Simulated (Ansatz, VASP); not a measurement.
## One calculation of Na2C, two programs

```xyz
3
Lattice="4.3492 0.0000 0.0000 -2.1746 3.7665 0.0000 0.0000 0.0000 2.7453" Properties=species:S:1:pos:R:3 pbc="T T T"
Na    0.0000    2.5110    1.3726
Na    2.1746    1.2555    1.3726
C     0.0000    0.0000    0.0000
```

Alike in both runs: functional PBE; k mesh 12 × 12 × 16; occupations gaussian, width 0.1 eV; no spin polarisation.

Ansatz relaxed the structure, and its values are those at the end. VASP's run is a single point on that final structure, the one shown.

|  | VASP | Ansatz |
| --- | --- | --- |
| version | VASP 6.6.1 | Ansatz 0.2.0 |
| potentials or method | VASP PAW PBE potentials, release 64 (Na_pv, C), cutoff 520 eV | scalar-relativistic, plane waves, PAW |
| valence electrons in the cell | 18 | 22 |

Ansatz gave:

```
gap on the k mesh at the Fermi level (eV) : none
pressure (GPa)                            : 0.0
```

Question: Estimate VASP's values.

Answer: gap on the k mesh at the Fermi level (eV): none; pressure (GPa): 0.1.

A gap of «none» marks a metal or a gap that the smearing closes. With one functional, cell and mesh, what is left measures potentials, basis and numerics. VASP's potentials hold 18 valence electrons a cell and Ansatz's 22, so a difference there can come from the potentials and not from the codes.
